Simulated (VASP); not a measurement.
# WS2 (P6_3/mmc) in VASP: a series of runs, part 2 of 2

VASP 6.6.1.

## (3) Single point, PBEsol (17.52 Å³/atom)

This run uses another cell than the first one, of 17.52 Å³/atom.

INCAR

```
PREC = Accurate
ENCUT = 520
EDIFF = 1E-6
ISMEAR = -1
SIGMA = 0.05
LREAL = F
LASPH = T
NELM = 100
ALGO = Normal
ISIF = 2
LWAVE = F
LCHARG = F
GGA = PS
NBANDS = 35
```

KPOINTS

```
Automatic mesh
0
Gamma
  10 10 3
```

POSCAR

```
WS2
1.0
    3.1370217585      0.0000000000      0.0000000000
   -1.5685108793      2.7167405351      0.0000000000
    0.0000000000      0.0000000000     12.3310603717
W S
2 4
Direct
    0.6666666667      0.3333333333      0.7500000000
    0.3333333333      0.6666666667      0.2500000000
    0.6666666667      0.3333333333      0.3750000000
    0.3333333333      0.6666666667      0.8750000000
    0.6666666667      0.3333333333      0.1250000000
    0.3333333333      0.6666666667      0.6250000000
```

Potentials or basis: VASP PAW PBE potentials, release 64 (W_sv, S).

Launch:

```bash
$ cat potpaw_PBE.64/W_sv/POTCAR potpaw_PBE.64/S/POTCAR > POTCAR
$ mpirun -np 1 vasp_std > vasp.out
```

OUTCAR:

```text
PREC = Accurate
   ENCUT = 520
   EDIFF = 1E-6
   ISMEAR = -1
   LREAL = F
   LASPH = T
   NELM = 100
   ISIF = 2
   GGA = PS

 ion  position               nearest neighbor table
   1  0.667  0.333  0.750-   4 2.38   6 2.38   4 2.38   6 2.38   4 2.38   6 2.38
   2  0.333  0.667  0.250-   3 2.38   5 2.38   3 2.38   5 2.38   3 2.38   5 2.38
   3  0.667  0.333  0.375-   2 2.38   2 2.38   2 2.38
   4  0.333  0.667  0.875-   1 2.38   1 2.38   1 2.38
   5  0.667  0.333  0.125-   2 2.38   2 2.38   2 2.38
   6  0.333  0.667  0.625-   1 2.38   1 2.38   1 2.38

  LATTYP: Found a hexagonal cell.
 ALAT       =     3.1370217585
 C/A-ratio  =     3.9308176101

  Lattice vectors:

 A1 = (   3.1370217585,   0.0000000000,   0.0000000000)
 A2 = (  -1.5685108793,   2.7167405351,   0.0000000000)
 A3 = (   0.0000000000,   0.0000000000,  12.3310603717)

Analysis of symmetry for initial positions (statically):
=====================================================================
 Subroutine PRICEL returns:
 Original cell was already a primitive cell.

 Routine SETGRP: Setting up the symmetry group for a
 hexagonal supercell.

 Subroutine GETGRP returns: Found 24 space group operations
 (whereof 12 operations were pure point group operations)
 out of a pool of 24 trial point group operations.

The static configuration has the point symmetry D_3d.
 The point group associated with its full space group is D_6h.

Analysis of symmetry for dynamics (positions and initial velocities):
=====================================================================
 Subroutine PRICEL returns:
 Original cell was already a primitive cell.

 Routine SETGRP: Setting up the symmetry group for a
 hexagonal supercell.

 Subroutine GETGRP returns: Found 24 space group operations
 (whereof 12 operations were pure point group operations)
[... 129 lines left out ...]
   IMIX   =      4    mixing-type and parameters
     AMIX     =   0.40;   BMIX     =  1.00
     AMIX_MAG =   1.60;   BMIX_MAG =  1.00
  volume/ion in A,a.u.               =      17.52       118.20
  Fermi-wavevector in a.u.,A,eV,Ry     =   1.294853  2.446918 22.812142  1.676645
  Thomas-Fermi vector in A             =   2.426410
   LORBIT       =      0    0 simple, 1 ext, 2 COOP (PROOUT), +10 PAW based schemes
   GGA     = PS    functional components
   LHFCALC =     F    Hartree Fock is set to
   AEXX    =    0.0000 exact exchange contribution
   IVDW    =     0    specifies the selected vdW correction
   LEPSILON=     F    determine dielectric tensor
   LRPA    =     F    only Hartree local field effects (RPA)
 non-spin polarized calculation
  energy-cutoff  :      520.00
  volume of cell :      105.09
 maximum number of plane-waves:      2858
 NGX is ok and might be reduce to    24
   NGX = 11   NGY = 11   NGZ = 45

 number of electron      51.9999993 magnetization

 Free energy of the ion-electron system (eV)
  ---------------------------------------------------
  ext. energy  EPLUGINS =         0.00000000
  ---------------------------------------------------
  free energy    TOTEN  =       -50.50810708 eV

  energy without entropy =      -50.50810634  energy(sigma->0) =      -50.50810671

 E-fermi :   8.0425     XC(G=0): -11.1477

 val. band max:        7.5722641816   @ k =   0.0000   0.0000   0.0000
 cond. band min:       8.6189477174   @ k =   0.2000   0.2000   0.0000
 fundamental gap:      1.0466835357
 Fermi energy:         8.0425330584

 k-point     1 :       0.0000    0.0000    0.0000
  band No.  band energies     occupation
      1     -66.9873      2.00000
      2     -66.9873      2.00000
      3     -31.2880      2.00000
      4     -31.2880      2.00000
      5     -31.0909      2.00000
      6     -31.0909      2.00000
[... 901 lines left out ...]
     34      11.7069      0.00000
     35      12.5349      0.00000

 [... further k-points ...]

------------------------ aborting loop because EDIFF is reached ----------------------------------------

  FORCE on cell =-STRESS in cart. coord.  units (eV):
  Direction    XX          YY          ZZ          XY          YZ          ZX
  --------------------------------------------------------------------------------------
  -------------------------------------------------------------------------------------
  Total        2.1555325      2.1555325      4.2469308     -0.0000000      0.0000000     -0.0000000
  in kB       32.8623827     32.8623827     64.7470003     -0.0000000      0.0000000     -0.0000000
  external PRESSURE =      43.4905886 kB  Pullay stress =       0.0000000 kB

 VOLUME and BASIS-vectors are now :
 -----------------------------------------------------------------------------
  energy-cutoff  :      520.00
  volume of cell :      105.09
      direct lattice vectors                 reciprocal lattice vectors
     3.137021758  0.000000000  0.000000000     0.318773690  0.184044075  0.000000000
    -1.568510879  2.716740535  0.000000000     0.000000000  0.368088151  0.000000000
     0.000000000  0.000000000 12.331060372     0.000000000  0.000000000  0.081096027

 POSITION                                       TOTAL-FORCE (eV/Angst)
 -----------------------------------------------------------------------------------
      1.56851      0.90558      9.24830         0.000000     -0.000000      0.000000
     -0.00000      1.81116      3.08277        -0.000000      0.000000      0.000000
      1.56851      0.90558      4.62415        -0.000000     -0.000000      0.622593
     -0.00000      1.81116     10.78968         0.000000      0.000000      0.622593
      1.56851      0.90558      1.54138         0.000000      0.000000     -0.622593
     -0.00000      1.81116      7.70691         0.000000      0.000000     -0.622593
 -----------------------------------------------------------------------------------
    total drift:                               -0.000000      0.000000     -0.000000

  FREE ENERGIE OF THE ION-ELECTRON SYSTEM (eV)
  ---------------------------------------------------
  free  energy   TOTEN  =       -50.5081070752 eV

  energy  without entropy=      -50.5081063426  energy(sigma->0) =      -50.50810671
```

OSZICAR:

```text
N       E                     dE             d eps       ncg     rms          rms(c)
DAV:   1     0.513012070960E+03    0.51301E+03   -0.28475E+04  2128   0.149E+03
DAV:   2    -0.189369115752E+02   -0.53195E+03   -0.51178E+03  2210   0.411E+02
DAV:   3    -0.521703533936E+02   -0.33233E+02   -0.32656E+02  2437   0.974E+01
DAV:   4    -0.529904683459E+02   -0.82011E+00   -0.81672E+00  2351   0.161E+01
DAV:   5    -0.530065921284E+02   -0.16124E-01   -0.16113E-01  2362   0.238E+00    0.416E+01
DAV:   6    -0.508538714264E+02    0.21527E+01   -0.68376E+00  2242   0.177E+01    0.175E+01
DAV:   7    -0.506222907758E+02    0.23158E+00   -0.21292E+00  2149   0.733E+00    0.653E+00
DAV:   8    -0.505108763021E+02    0.11141E+00   -0.34260E-01  2237   0.393E+00    0.210E+00
DAV:   9    -0.505107542569E+02    0.12205E-03   -0.41385E-02  2441   0.103E+00    0.114E+00
DAV:  10    -0.505085595462E+02    0.21947E-02   -0.23747E-02  2394   0.977E-01    0.413E-01
DAV:  11    -0.505081045857E+02    0.45496E-03   -0.39181E-03  2159   0.378E-01    0.148E-01
DAV:  12    -0.505080940370E+02    0.10549E-04   -0.14739E-04  2221   0.729E-02    0.586E-02
DAV:  13    -0.505081051707E+02   -0.11134E-04   -0.17560E-05  2271   0.245E-02    0.447E-02
DAV:  14    -0.505081080633E+02   -0.28926E-05   -0.17288E-05  2122   0.243E-02    0.320E-02
DAV:  15    -0.505081070752E+02    0.98813E-06   -0.27023E-06  1701   0.117E-02
   1 F= -.50508107E+02 E0= -.50508107E+02  d E =-.732571E-06
```

It took 2.6 min on 1 thread of Intel Xeon 8259CL, shared host; peak memory 0.27 GiB.

What came out:

- Free energy: -50.5081 eV
- Pressure: 4.3 GPa
- Largest force: 0.623 eV/Å
- Band gap on the k mesh: 1.05 eV (least direct gap 2.19 eV)

Forces on the atoms (eV/Å):
```
W    0.000  0.000  0.000
W    0.000  0.000  0.000
S    0.000  0.000  0.623
S    0.000  0.000  0.623
S    0.000  0.000 -0.623
S    0.000  0.000 -0.623
```

Levels at points of the mesh, in eV from the valence-band top:
```
           k point  band 23  band 24  band 25  band 26  band 27  band 28  band 29  band 30
(0.00, 0.00, 0.00)    -2.36    -1.59    -1.26     0.00     2.31     2.31     2.31     2.31
(0.50, 0.00, 0.00)    -2.05    -1.88    -1.80    -1.62     2.29     2.33     2.62     2.91
```

Caveat: the cell stands under pressure; the PAW data sets were made with another functional, which shifts forces and pressure a little; spin-orbit coupling is left out, which moves the levels of the heavy elements; this functional lacks dispersion, which binds layers or chains, so the pressure and a relaxed spacing across them are unreliable.

## (4) Single point, PBEsol (17.88 Å³/atom)

This run uses another cell than the first one, of 17.88 Å³/atom.

INCAR

```
  ALGO = Normal
  EDIFF = 1E-7
  ENCUT = 520
  GGA = PS
  ISIF = 2
  ISMEAR = -1
  LASPH = True
  LCHARG = True
  LELF = True
  LREAL = False
  LVHAR = True
  LWAVE = False
  NBANDS = 35
  NELM = 60
  PREC = Accurate
  SIGMA = 0.05
```

KPOINTS

```
k-points
0
Gamma
  10 10 3
```

POSCAR: that of step 3 with these lines changed.

```diff
@@ -2,5 +2,5 @@
 1.0
-    3.1370217585      0.0000000000      0.0000000000
-   -1.5685108793      2.7167405351      0.0000000000
-    0.0000000000      0.0000000000     12.3310603717
+    3.1586570750      0.0000000000      0.0000000000
+   -1.5793285375      2.7354772688      0.0000000000
+    0.0000000000      0.0000000000     12.4161048547
 W S
```

Potentials or basis: VASP PAW PBE potentials, release 64 (W_sv, S).

Launch:

```bash
$ cat potpaw_PBE.64/W_sv/POTCAR potpaw_PBE.64/S/POTCAR > POTCAR
$ mpirun -np 1 vasp_std > vasp.out
```

OUTCAR:

```text
EDIFF = 1E-7
   ENCUT = 520
   GGA = PS
   ISIF = 2
   ISMEAR = -1
   LASPH = True
   LREAL = False
   NELM = 60
   PREC = Accurate

 ion  position               nearest neighbor table
   1  0.667  0.333  0.750-   4 2.39   6 2.39   4 2.39   6 2.39   4 2.39   6 2.39
   2  0.333  0.667  0.250-   3 2.39   5 2.39   3 2.39   5 2.39   3 2.39   5 2.39
   3  0.667  0.333  0.375-   2 2.39   2 2.39   2 2.39
   4  0.333  0.667  0.875-   1 2.39   1 2.39   1 2.39
   5  0.667  0.333  0.125-   2 2.39   2 2.39   2 2.39
   6  0.333  0.667  0.625-   1 2.39   1 2.39   1 2.39

  LATTYP: Found a hexagonal cell.
 ALAT       =     3.1586570750
 C/A-ratio  =     3.9308176101

  Lattice vectors:

 A1 = (   3.1586570750,   0.0000000000,   0.0000000000)
 A2 = (  -1.5793285375,   2.7354772688,   0.0000000000)
 A3 = (   0.0000000000,   0.0000000000,  12.4161048547)

Analysis of symmetry for initial positions (statically):
=====================================================================
 Subroutine PRICEL returns:
 Original cell was already a primitive cell.

 Routine SETGRP: Setting up the symmetry group for a
 hexagonal supercell.

 Subroutine GETGRP returns: Found 24 space group operations
 (whereof 12 operations were pure point group operations)
 out of a pool of 24 trial point group operations.

The static configuration has the point symmetry D_3d.
 The point group associated with its full space group is D_6h.

Analysis of symmetry for dynamics (positions and initial velocities):
=====================================================================
 Subroutine PRICEL returns:
 Original cell was already a primitive cell.

 Routine SETGRP: Setting up the symmetry group for a
 hexagonal supercell.

 Subroutine GETGRP returns: Found 24 space group operations
 (whereof 12 operations were pure point group operations)
 out of a pool of 24 trial point group operations.

The dynamic configuration has the point symmetry D_3d.
[... 129 lines left out ...]
  volume/ion in A,a.u.               =      17.88       120.66
  Fermi-wavevector in a.u.,A,eV,Ry     =   1.285984  2.430158 22.500707  1.653755
  Thomas-Fermi vector in A             =   2.418086
   LORBIT       =      0    0 simple, 1 ext, 2 COOP (PROOUT), +10 PAW based schemes
   GGA     = PS    functional components
   LHFCALC =     F    Hartree Fock is set to
   AEXX    =    0.0000 exact exchange contribution
   IVDW    =     0    specifies the selected vdW correction
   LEPSILON=     F    determine dielectric tensor
   LRPA    =     F    only Hartree local field effects (RPA)
 non-spin polarized calculation
  energy-cutoff  :      520.00
  volume of cell :      107.28
 maximum number of plane-waves:      2904
 NGX is ok and might be reduce to    24
   NGX = 11   NGY = 11   NGZ = 47

 number of electron      51.9999998 magnetization

 Free energy of the ion-electron system (eV)
  ---------------------------------------------------
  ext. energy  EPLUGINS =         0.00000000
  ---------------------------------------------------
  free energy    TOTEN  =       -50.54298776 eV

  energy without entropy =      -50.54298714  energy(sigma->0) =      -50.54298745

 E-fermi :   7.7726     XC(G=0): -11.0457

 val. band max:        7.2924371102   @ k =   0.0000   0.0000   0.0000
 cond. band min:       8.3622696998   @ k =   0.2000   0.2000   0.0000
 fundamental gap:      1.0698325896
 Fermi energy:         7.7726125326

 k-point     1 :       0.0000    0.0000    0.0000
  band No.  band energies     occupation
      1     -67.2812      2.00000
      2     -67.2812      2.00000
      3     -31.5544      2.00000
      4     -31.5543      2.00000
      5     -31.3787      2.00000
      6     -31.3787      2.00000
[... 901 lines left out ...]
     34      11.3739      0.00000
     35      12.2085      0.00000

 [... further k-points ...]

------------------------ aborting loop because EDIFF is reached ----------------------------------------

  FORCE on cell =-STRESS in cart. coord.  units (eV):
  Direction    XX          YY          ZZ          XY          YZ          ZX
  --------------------------------------------------------------------------------------
  -------------------------------------------------------------------------------------
  Total       -0.1678940     -0.1678940      1.7053480      0.0000000     -0.0000000      0.0000000
  in kB       -2.5074074     -2.5074074     25.4684574      0.0000000     -0.0000000      0.0000000
  external PRESSURE =       6.8178808 kB  Pullay stress =       0.0000000 kB

 VOLUME and BASIS-vectors are now :
 -----------------------------------------------------------------------------
  energy-cutoff  :      520.00
  volume of cell :      107.28
      direct lattice vectors                 reciprocal lattice vectors
     3.158657075  0.000000000  0.000000000     0.316590240  0.182783460  0.000000000
    -1.579328537  2.735477269  0.000000000     0.000000000  0.365566920  0.000000000
     0.000000000  0.000000000 12.416104855     0.000000000  0.000000000  0.080540557

 POSITION                                       TOTAL-FORCE (eV/Angst)
 -----------------------------------------------------------------------------------
      1.57933      0.91183      9.31208         0.000000      0.000000      0.000000
     -0.00000      1.82365      3.10403        -0.000000     -0.000000      0.000000
      1.57933      0.91183      4.65604        -0.000000      0.000000      0.230262
     -0.00000      1.82365     10.86409         0.000000      0.000000      0.230262
      1.57933      0.91183      1.55201        -0.000000      0.000000     -0.230262
     -0.00000      1.82365      7.76007         0.000000      0.000000     -0.230262
 -----------------------------------------------------------------------------------
    total drift:                                0.000000     -0.000000      0.000000

  FREE ENERGIE OF THE ION-ELECTRON SYSTEM (eV)
  ---------------------------------------------------
  free  energy   TOTEN  =       -50.5429877625 eV

  energy  without entropy=      -50.5429871367  energy(sigma->0) =      -50.54298745
```

OSZICAR:

```text
N       E                     dE             d eps       ncg     rms          rms(c)
DAV:   1     0.508542573816E+03    0.50854E+03   -0.28492E+04  2144   0.149E+03
DAV:   2    -0.216741891992E+02   -0.53022E+03   -0.51266E+03  2341   0.407E+02
DAV:   3    -0.523983350460E+02   -0.30724E+02   -0.30262E+02  2434   0.946E+01
DAV:   4    -0.531020385322E+02   -0.70370E+00   -0.70046E+00  2413   0.150E+01
DAV:   5    -0.531170734881E+02   -0.15035E-01   -0.15021E-01  2381   0.229E+00    0.399E+01
DAV:   6    -0.509042699482E+02    0.22128E+01   -0.73047E+00  2240   0.182E+01    0.167E+01
DAV:   7    -0.506715613650E+02    0.23271E+00   -0.22786E+00  2142   0.768E+00    0.650E+00
DAV:   8    -0.505452719437E+02    0.12629E+00   -0.35841E-01  2242   0.406E+00    0.204E+00
DAV:   9    -0.505455911824E+02   -0.31924E-03   -0.44817E-02  2460   0.107E+00    0.109E+00
DAV:  10    -0.505434483561E+02    0.21428E-02   -0.23346E-02  2370   0.978E-01    0.413E-01
DAV:  11    -0.505429921391E+02    0.45622E-03   -0.40088E-03  2167   0.385E-01    0.172E-01
DAV:  12    -0.505429735857E+02    0.18553E-04   -0.15769E-04  2210   0.762E-02    0.644E-02
DAV:  13    -0.505429856970E+02   -0.12111E-04   -0.20701E-05  2342   0.267E-02    0.470E-02
DAV:  14    -0.505429885289E+02   -0.28319E-05   -0.17254E-05  2298   0.240E-02    0.292E-02
DAV:  15    -0.505429876750E+02    0.85399E-06   -0.30272E-06  2265   0.120E-02    0.137E-02
DAV:  16    -0.505429877625E+02   -0.87544E-07   -0.98979E-07  2106   0.388E-03
   1 F= -.50542988E+02 E0= -.50542987E+02  d E =-.625775E-06
```

It took 2.8 min on 1 thread of Intel Xeon 8259CL, shared host; peak memory 0.27 GiB.

What came out:

```
Free energy            : -50.5430 eV
Pressure               : 0.7 GPa
Largest force          : 0.230 eV/Å
Band gap on the k mesh : 1.07 eV (least direct gap 2.13 eV)
```

Forces on the atoms (eV/Å):
```
W    0.000  0.000  0.000
W    0.000  0.000  0.000
S    0.000  0.000  0.230
S    0.000  0.000  0.230
S    0.000  0.000 -0.230
S    0.000  0.000 -0.230
```

Stress tensor (GPa, compression positive):
```
-0.25  0.00  0.00
 0.00 -0.25  0.00
 0.00  0.00  2.55
```

Caveat: the PAW data sets were made with another functional, which shifts forces and pressure a little; spin-orbit coupling is left out, which moves the levels of the heavy elements; this functional lacks dispersion, which binds layers or chains, so the pressure and a relaxed spacing across them are unreliable. A k mesh can miss the band edges.

## (5) Summary

```tsv
cell	gap on the mesh (eV)	pressure (GPa)	largest force (eV/Å)
a = 3.115, b = 3.115, c = 12.245 Å, angles 90.0, 90.0, 120.0°, 6 atoms	1.02	8.4	1.05
a = 3.137, b = 3.137, c = 12.331 Å, angles 90.0, 90.0, 120.0°, 6 atoms	1.05	4.3	0.62
a = 3.159, b = 3.159, c = 12.416 Å, angles 90.0, 90.0, 120.0°, 6 atoms	1.07	0.7	0.23
```

Alike in all rows: task single point; level PBEsol; potentials or basis VASP PAW PBE potentials, release 64 (W_sv, S); no spin polarisation; k mesh 10 × 10 × 3; cutoff (eV) 520; smearing fermi-dirac 0.05 eV.

Caveats: the PAW data sets were made with another functional, which shifts forces and pressure a little; spin-orbit coupling is left out, which moves the levels of the heavy elements; this functional lacks dispersion, which binds layers or chains, so the pressure and a relaxed spacing across them are unreliable; the cell stands under pressure (at least some runs).

Total energies depend on the potentials used, so only differences within one code and one set of settings carry meaning.
